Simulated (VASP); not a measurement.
# CeFe2S4 in VASP: single point with PBE

Aim: the single point of CeFe2S4 with PBE.

Program: VASP 6.6.1. These are calculated values, not measurements. Logs are shortened: lines on timing, memory, paths and dates and some standing lists are left out, and cuts for length are marked.

### Step 1. The cell of the first run

The typed cell holds 7 atoms: a = 3.891 Å, b = 3.891 Å, c = 13.148 Å, α = 98.51°, β = 90.00°, γ = 120.00°.

### Step 2. Single point, PBE, collinear spin, ferrimagnetic start

INCAR

```
  PREC = Accurate
  ENCUT = 520
  EDIFF = 1E-6
  ISMEAR = -1
  SIGMA = 0.1
  LREAL = False
  LASPH = True
  NELM = 150
  ALGO = Normal
  ISIF = 2
  LWAVE = False
  LCHARG = False
  ISPIN = 2
  MAGMOM = 0.3 -3.2 3.2 0 0 0 0
  LORBIT = 11
  LMAXMIX = 6
  GGA = PE
  NBANDS = 39
```

KPOINTS

```
regular mesh
0
Gamma
  5 5 5
```

POSCAR

```
CeFe2S4
1.0
    3.8913245558      0.0000002703      0.0000000637
   -1.9456625120      3.3699857846     -0.0000006975
   -0.0000000561     -2.2466547212     12.9547211743
Ce Fe S
1 2 4
Direct
   -0.0000060642     -0.0000121284     -0.0000181926
    0.1868203162      0.3736406324      0.5604609486
    0.8131890207      0.6263780413      0.4395670620
    0.1302040243      0.2604080486      0.3906120729
    0.8698054767      0.7396109534      0.6094164301
    0.2947093398      0.5894186795      0.8841280193
    0.7052778866      0.4105557731      0.1158336597
```

Potentials or basis: VASP PAW PBE potentials, release 64 (Ce, Fe, S).

The run is started by

```console
$ cat potpaw_PBE.64/Ce/POTCAR potpaw_PBE.64/Fe/POTCAR potpaw_PBE.64/S/POTCAR > POTCAR
$ mpirun -np 1 vasp_std > vasp.out
```

OUTCAR:

```text
PREC = Accurate
   ENCUT = 520
   EDIFF = 1E-6
   ISMEAR = -1
   LREAL = False
   LASPH = True
   NELM = 150
   ISIF = 2
   ISPIN = 2
   LORBIT = 11
   GGA = PE

 ion  position               nearest neighbor table
   1  1.000  1.000  1.000-   7 2.70   7 2.70   7 2.70   6 2.70   6 2.70   6 2.70
   2  0.187  0.374  0.560-   4 2.20   5 2.33   5 2.33   5 2.33   3 2.74   3 2.74   3 2.74
   3  0.813  0.626  0.440-   5 2.20   4 2.33   4 2.33   4 2.33   2 2.74   2 2.74   2 2.74
   4  0.130  0.260  0.391-   2 2.20   3 2.33   3 2.33   3 2.33
   5  0.870  0.740  0.609-   3 2.20   2 2.33   2 2.33   2 2.33
   6  0.295  0.589  0.884-   1 2.70   1 2.70   1 2.70
   7  0.705  0.411  0.116-   1 2.70   1 2.70   1 2.70

  LATTYP: Found a trigonal (rhomboedric) cell.
 ALAT       =    13.1480895243
 COS(alpha) =     0.9562034795

  Lattice vectors:

 A1 = (  -0.0000000561,  -2.2466547212,  12.9547211743)
 A2 = (   1.9456619877,   1.1233313337,  12.9547205405)
 A3 = (  -1.9456625681,   1.1233310634,  12.9547204768)

Analysis of symmetry for initial positions (statically):
=====================================================================
 Subroutine PRICEL returns:
 Original cell was already a primitive cell.

 Routine SETGRP: Setting up the symmetry group for a
 trigonal (rhombohedral) supercell.

 Subroutine GETGRP returns: Found  6 space group operations
 (whereof  6 operations were pure point group operations)
 out of a pool of 12 trial point group operations.

The static configuration has the point symmetry C_3v.

Analysis of symmetry for dynamics (positions and initial velocities):
=====================================================================
 Subroutine PRICEL returns:
 Original cell was already a primitive cell.

 Routine SETGRP: Setting up the symmetry group for a
 trigonal (rhombohedral) supercell.

 Subroutine GETGRP returns: Found  6 space group operations
 (whereof  6 operations were pure point group operations)
 out of a pool of 12 trial point group operations.

The dynamic configuration has the point symmetry C_3v.

Analysis of structural, dynamic, and magnetic symmetry:
=====================================================================
 Subroutine PRICEL returns:
 Original cell was already a primitive cell.

 Routine SETGRP: Setting up the symmetry group for a
 trigonal (rhombohedral) supercell.

 Subroutine GETGRP returns: Found  6 space group operations
 (whereof  6 operations were pure point group operations)
 out of a pool of 12 trial point group operations.

The overall configuration has the point symmetry C_3v.

 Subroutine INISYM returns: Found  6 space group operations
 (whereof  6 operations are pure point group operations),
 and found     1 'primitive' translations

----------------------------------------------------------------------------------------

                                     Primitive cell

  volume of cell :     169.8844

  direct lattice vectors                    reciprocal lattice vectors
     3.891324556  0.000000270  0.000000064     0.256981895  0.148368595  0.025730621
    -1.945662512  3.369985785 -0.000000697    -0.000000021  0.296737155  0.051461233
    -0.000000056 -2.246654721 12.954721174    -0.000000001  0.000000015  0.077191938

  length of vectors
     3.891324556  3.891324556 13.148089524     0.297850632  0.301166395  0.077191938

  position of ions in fractional coordinates (direct lattice)
     0.999993936  0.999987872  0.999981807
     0.186820316  0.373640632  0.560460949
     0.813189021  0.626378041  0.439567062
     0.130204024  0.260408049  0.390612073
     0.869805477  0.739610953  0.609416430
     0.294709340  0.589418679  0.884128019
     0.705277887  0.410555773  0.115833660

  ion indices of the primitive-cell ions
   primitive index   ion index
[... 41 lines left out ...]
  0.400000  0.200000  0.000000     12.000000
[... 11 lines left out ...]
 -0.000000  0.000000  0.400000      2.000000
  0.200000 -0.000000  0.400000      6.000000
   k-points           NKPTS =     19   k-points in BZ     NKDIM =     19   number of bands    NBANDS=     39
   number of dos      NEDOS =    301   number of ions     NIONS =      7
   total plane-waves  NPLWV =  88200
   dimension x,y,z NGX =    30 NGY =   30 NGZ =   98
   dimension x,y,z NGXF=    60 NGYF=   60 NGZF=  196
   ions per type =               1   2   4
   NGX,Y,Z   is equivalent  to a cutoff of  12.82, 12.82, 12.39 a.u.
   NGXF,Y,Z  is equivalent  to a cutoff of  25.63, 25.63, 24.78 a.u.
 SYSTEM =  unknown system
   PREC   = accura    normal or accurate (medium, high low for compatibility)
   ISTART =      0    job   : 0-new  1-cont  2-samecut
   ICHARG =      2    charge: 1-file 2-atom 10-const
   ISPIN  =      2    spin polarized calculation?
   LNONCOLLINEAR =      F non collinear calculations
   LSORBIT =      F    spin-orbit coupling
   LASPH  =      T    aspherical Exc in radial PAW
   ENCUT  =  520.0 eV  38.22 Ry    6.18 a.u.   7.24  7.24 24.45*2*pi/ulx,y,z
   NELM   =    150;   NELMIN=  2; NELMDL= -5     # of ELM steps
   EDIFF  = 0.1E-05   stopping-criterion for ELM
   LREAL  =      F    real-space projection
   EDIFFG = 0.1E-04   stopping-criterion for IOM
   NSW    =      0    number of steps for IOM
   IBRION =     -1    ionic relax: 0-MD 1-quasi-New 2-CG
   NFREE  =      0    steps in history (QN), initial steepest desc. (CG)
   ISIF   =      2    stress and relaxation
   ISYM   =      2    0-nonsym 1-usesym 2-fastsym
   POTIM  = 0.5000    time-step for ionic-motion
   TEBEG  =    0.0;   TEEND  =   0.0 temperature during run
   PSTRESS=    0.0 pullay stress
   NELECT =      52.0000    total number of electrons
   NUPDOWN=      -1.0000    fix difference up-down
   EMIN   =  10.00;   EMAX   =-10.00  energy-range for DOS
   EFERMI =   0.00;   METHOD = LEGACY
   ISMEAR =    -1;   SIGMA  =   0.10  broadening in eV -4-tet -1-fermi 0-gaus
   EFERMI_NEDOS =   21; number of points for ismear=-14 and -15
   IALGO  =     38    algorithm
   IMIX   =      4    mixing-type and parameters
     AMIX     =   0.40;   BMIX     =  1.00
     AMIX_MAG =   1.60;   BMIX_MAG =  1.00
  volume/ion in A,a.u.               =      24.27       163.78
  Fermi-wavevector in a.u.,A,eV,Ry     =   1.103294  2.084924 16.561808  1.217259
  Thomas-Fermi vector in A             =   2.239750
   LORBIT       =     11    0 simple, 1 ext, 2 COOP (PROOUT), +10 PAW based schemes
   GGA     = PE    functional components
   LHFCALC =     F    Hartree Fock is set to
   AEXX    =    0.0000 exact exchange contribution
   IVDW    =     0    specifies the selected vdW correction
   LEPSILON=     F    determine dielectric tensor
   LRPA    =     F    only Hartree local field effects (RPA)
 spin polarized calculation
  energy-cutoff  :      520.00
  volume of cell :      169.88
 maximum number of plane-waves:      4603
 NGX is ok and might be reduce to    30
   NGX = 15   NGY = 15   NGZ = 49

 number of electron      52.0000002 magnetization       0.0148786

 number of electron      52.0000002 magnetization      -0.0008450

 Free energy of the ion-electron system (eV)
  ---------------------------------------------------
  ext. energy  EPLUGINS =         0.00000000
  ---------------------------------------------------
  free energy    TOTEN  =       -45.06669095 eV

  energy without entropy =      -44.82562349  energy(sigma->0) =      -44.94615722

 E-fermi :   3.2801     XC(G=0):  -8.9078

 val. band max:        3.1273758214   @ k =  -0.4000   0.0000   0.2000
 cond. band min:       3.3268135181   @ k =   0.2000  -0.0000   0.4000
 fundamental gap:      0.1994376966
 Fermi energy:         3.2800856368

 spin component 1

 k-point     1 :       0.0000    0.0000    0.0000
  band No.  band energies     occupation
      1     -30.9419      1.00000
      2     -14.1610      1.00000
      3     -13.4118      1.00000
      4     -13.4118      1.00000
      5     -11.0373      1.00000
      6     -10.2282      1.00000
[... 768 lines left out ...]
     37       4.9157      0.00000
     38       5.8726      0.00000
 Fermi energy:         3.2800856368

 spin component 2

 k-point     1 :       0.0000    0.0000    0.0000
  band No.  band energies     occupation
      1     -30.9422      1.00000
      2     -14.1611      1.00000
      3     -13.4121      1.00000
      4     -13.4121      1.00000
      5     -11.0373      1.00000
      6     -10.2282      1.00000
[... 768 lines left out ...]
     37       4.9157      0.00000
     38       5.8725      0.00000
 [bands above 38 left out]

------------------------ aborting loop because EDIFF is reached ----------------------------------------

  FORCE on cell =-STRESS in cart. coord.  units (eV):
  Direction    XX          YY          ZZ          XY          YZ          ZX
  --------------------------------------------------------------------------------------
  -------------------------------------------------------------------------------------
  Total        0.0281632      0.0281632      0.0340603     -0.0000000      0.0000000     -0.0000000
  in kB        0.2656071      0.2656071      0.3212221     -0.0000000      0.0000000     -0.0000000
  external PRESSURE =       0.2841455 kB  Pullay stress =       0.0000000 kB

 VOLUME and BASIS-vectors are now :
 -----------------------------------------------------------------------------
  energy-cutoff  :      520.00
  volume of cell :      169.88
      direct lattice vectors                 reciprocal lattice vectors
     3.891324556  0.000000270  0.000000064     0.256981895  0.148368595  0.025730621
    -1.945662512  3.369985785 -0.000000697    -0.000000021  0.296737155  0.051461233
    -0.000000056 -2.246654721 12.954721174    -0.000000001  0.000000015  0.077191938

 POSITION                                       TOTAL-FORCE (eV/Angst)
 -----------------------------------------------------------------------------------
      1.94566      1.12333     12.95448         0.000000     -0.000000     -0.000098
     -0.00000      0.00000      7.26062        -0.000000      0.000000      0.002965
      1.94566      1.12333      5.69447         0.000000     -0.000000     -0.002805
     -0.00000      0.00000      5.06027         0.000000     -0.000000     -0.018813
      1.94566      1.12333      7.89482        -0.000000      0.000000      0.018672
     -0.00000      0.00000     11.45363        -0.000000      0.000000      0.004223
      1.94566      1.12333      1.50059         0.000000     -0.000000     -0.004144
 -----------------------------------------------------------------------------------
    total drift:                               -0.000000     -0.000000     -0.000091

  FREE ENERGIE OF THE ION-ELECTRON SYSTEM (eV)
  ---------------------------------------------------
  free  energy   TOTEN  =       -45.0666909548 eV

  energy  without entropy=      -44.8256234901  energy(sigma->0) =      -44.94615722

 total charge

# of ion       s       p       d       f       tot
--------------------------------------------------
    1        2.039   5.759   0.914   0.966   9.678
    2        0.378   0.451   6.248   0.000   7.078
    3        0.378   0.451   6.248   0.000   7.077
    4        1.337   2.343   0.000   0.000   3.680
    5        1.337   2.343   0.000   0.000   3.680
    6        1.350   2.408   0.000   0.000   3.759
    7        1.350   2.408   0.000   0.000   3.758
--------------------------------------------------
tot          8.170  16.164  13.410   0.966  38.711

 magnetization (x)

# of ion       s       p       d       f       tot
--------------------------------------------------
    1        0.000   0.000  -0.000  -0.000  -0.000
    2       -0.024  -0.052  -2.470   0.000  -2.546
    3        0.024   0.052   2.470   0.000   2.546
    4        0.006   0.002   0.000   0.000   0.008
    5       -0.006  -0.002   0.000   0.000  -0.008
    6       -0.000  -0.000   0.000   0.000  -0.000
    7        0.000   0.000   0.000   0.000   0.000
--------------------------------------------------
tot         -0.000   0.000   0.000  -0.000  -0.000
```

Run time: 11 min. Hardware: 1 thread of Intel Xeon 6975P-C (Granite Rapids), shared host; peak memory 0.49 GiB.

What came out:

| Item | Value |
| --- | --- |
| Free energy | -45.0667 eV |
| Pressure | 0.0 GPa |
| Largest force | 0.019 eV/Å |
| Band gap on the k mesh | zero (filled and empty bands overlap) |
| Net moment | 0.00 μB per cell |
| Site moments | Ce -0.00; Fe -2.55, +2.55; S +0.01, -0.01, -0.00, +0.00 μB |
| Valence electrons inside the program's atomic spheres | Ce 9.68; Fe 7.08; S 3.68, 3.76 (each value once) |

Forces on the atoms (eV/Å):
```
Ce   0.000  0.000  0.000
Fe   0.000  0.000  0.003
Fe   0.000  0.000 -0.003
S    0.000  0.000 -0.019
S    0.000  0.000  0.019
S    0.000  0.000  0.004
S    0.000  0.000 -0.004
```

Levels at points of the mesh, in eV from the Fermi level:
Spin up:
| k point | band 22 | band 23 | band 24 | band 25 | band 26 | band 27 | band 28 | band 29 | band 30 | band 31 |
| --- | --- | --- | --- | --- | --- | --- | --- | --- | --- | --- |
| (0.00, 0.00, 0.00) | -1.30 | -1.30 | -0.53 | -0.53 | 0.31 | 0.50 | 0.50 | 0.60 | 0.60 | 0.69 |
Spin down:
```tsv
k point	band 23	band 24	band 25	band 26	band 27	band 28	band 29	band 30
(0.00, 0.00, 0.00)	-1.30	-0.53	-0.53	0.31	0.50	0.50	0.60	0.60
```

Caveat: the k points lie up to 0.37 Å⁻¹ apart; the magnetic or orbital state may not be the lowest; spin-orbit coupling is left out, which moves the levels of the heavy elements; semilocal functionals describe open f shells poorly, which spoils levels, moments and volumes.
